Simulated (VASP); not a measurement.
**Ba: single point with PBE**

The system is Ba.

```
Ba
1.0
    -2.50000    2.50000    2.37500
     2.50000   -2.50000    2.37500
     2.50000    2.50000   -2.37500
Ba
1
Direct
  0.00000 0.00000 0.00000
```

This cell differs from its parent crystal: strain +0.000 along x and y, -0.050 along z.

```yaml
Program: VASP 6.6.1
Task: single point
Functional: PBE
Potentials_or_basis: VASP PAW PBE potentials, release 64 (Ba_sv)
Cutoff: 520 eV
k_mesh: 14 × 14 × 14
Occupations: gaussian, width 0.15 eV
Spin: no spin polarisation
```

| Property | Result |
| --- | --- |
| Pressure | 0.7 GPa |
| Band gap on the k mesh | zero (band 5 reaches 2.34 eV, above the bottom of band 6 at 1.26 eV) |

Stress tensor (GPa, compression positive):
```
0.57 0.00 0.00
0.00 0.57 0.00
0.00 0.00 0.90
```

Levels at points of the mesh, in eV from the Fermi level:
| k point | band 3 | band 4 | band 5 | band 6 | band 7 | band 8 |
| --- | --- | --- | --- | --- | --- | --- |
| (0.00, 0.00, 0.00) | -13.70 | -13.70 | -2.77 | 1.69 | 2.02 | 2.02 |
| (0.50, 0.00, 0.00) | -13.88 | -13.71 | -0.92 | 0.58 | 1.51 | 3.43 |
| (0.50, 0.50, 0.00) | -13.86 | -13.69 | -0.94 | 0.92 | 1.33 | 3.08 |
| (0.50, 0.50, 0.50) | -14.10 | -14.04 | -0.67 | -0.58 | 4.47 | 4.47 |

Wall time 34 s on 1 thread of Intel(R) Xeon(R) 6975P-C (Granite Rapids), on a shared host, peak memory 0.29 GiB.

Caveat: the cell differs from its parent crystal (strain +0.000 along x and y, -0.050 along z); spin-orbit coupling is left out, which moves the levels of the heavy elements.
